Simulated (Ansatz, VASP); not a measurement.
BaTiO3: VASP beside Ansatz

The input INCAR:

```
SYSTEM = BaTiO3
PREC = Accurate
ENCUT = 520
EDIFF = 1E-6
ISMEAR = -1
SIGMA = 0.02
LREAL = .FALSE.
LASPH = .TRUE.
NELM = 80
ALGO = Normal
ISIF = 2
LWAVE = .FALSE.
LCHARG = .FALSE.
GGA = PE
NBANDS = 28
```

KPOINTS

```
Automatic mesh
0
G
  6 6 6
  0 0 0
```

Contents of POSCAR:

```
BaTiO3
1.0
    2.7780863487      1.6039289013      2.3479795723
   -2.7780863487      1.6039289013      2.3479795723
    0.0000000000     -3.2078578026      2.3479795723
Ba Ti O
1 1 3
Direct
   -0.0017627534     -0.0017627534     -0.0017627534
    0.4871148670      0.4871148670      0.4871148670
    0.5096691229      0.5096691229      0.0145096407
    0.0145096407      0.5096691229      0.5096691229
    0.5096691229      0.0145096407      0.5096691229
```

Input for Ansatz:

```yaml
crystal:
  lattice:
    - [2.7780863487, 1.6039289013, 2.3479795723]
    - [-2.7780863487, 1.6039289013, 2.3479795723]
    - [0.0, -3.2078578026, 2.3479795723]
  atoms:
    - { symbol: Ba, position: [-0.0017627534, -0.0017627534, -0.0017627534] }
    - { symbol: Ti, position: [0.487114867, 0.487114867, 0.487114867] }
    - { symbol: O, position: [0.5096691229, 0.5096691229, 0.0145096407] }
    - { symbol: O, position: [0.0145096407, 0.5096691229, 0.5096691229] }
    - { symbol: O, position: [0.5096691229, 0.0145096407, 0.5096691229] }
kpoints:
  mp_grid: { grid: [6, 6, 6] }
  band_path:
    path:
      - [0.0, 0.0, 0.0]
      - [0.5, 0.5, 0.5]
      - [0.5035661193, 0.4964338807, 0.5]
      - [0.5, -0.4964338807, 0.4964338807]
      - [0.5, 0.0, 0.0]
      - [0.4982169404, -0.4982169404, 0.0]
      - [0.5017830596, 0.0, 0.4982169404]
      - [0.049821694, -0.049821694, 0.0]
    npoints: 1
hamiltonian:
  xc: pbe
scf:
  occupations: { method: fermi_dirac, width: 0.02 }
  n_extra_bands: 5
output:
  forces: true
  stress: true
  eigenvalues: true
```

Change from the starting cell: epitaxial_xy strain -2.2%.

Alike in both runs: task single point; functional PBE; k mesh 6 × 6 × 6; occupations fermi-dirac, width 0.02 eV; no spin polarisation.

|  | VASP | Ansatz |
| --- | --- | --- |
| version | VASP 6.6.1 | Ansatz 0.2.0 |
| potentials or method | VASP PAW PBE potentials, release 64 (Ba_sv, Ti_sv, O) | plane waves, PAW |
| plane-wave cutoff (eV) | 520 | 420 |
| valence electrons in the cell | 40 | 40 |

```tsv
	VASP	Ansatz	Ansatz less VASP
gap on the k mesh at the Fermi level (eV)	2.26	2.31	+0.054
pressure (GPa)	10.4	8.4	-1.95
traceless stress, the component that is largest in VASP (GPa)	-5.25	-5.05	+0.200
rms of the force components (eV/Å)	0.056	0.036	-0.0198
```

Atom by atom the forces differ by 0.026 eV/Å (rms over components). With one functional, cell and mesh, what is left measures potentials, basis and numerics.

Neither program's run includes spin-orbit coupling.
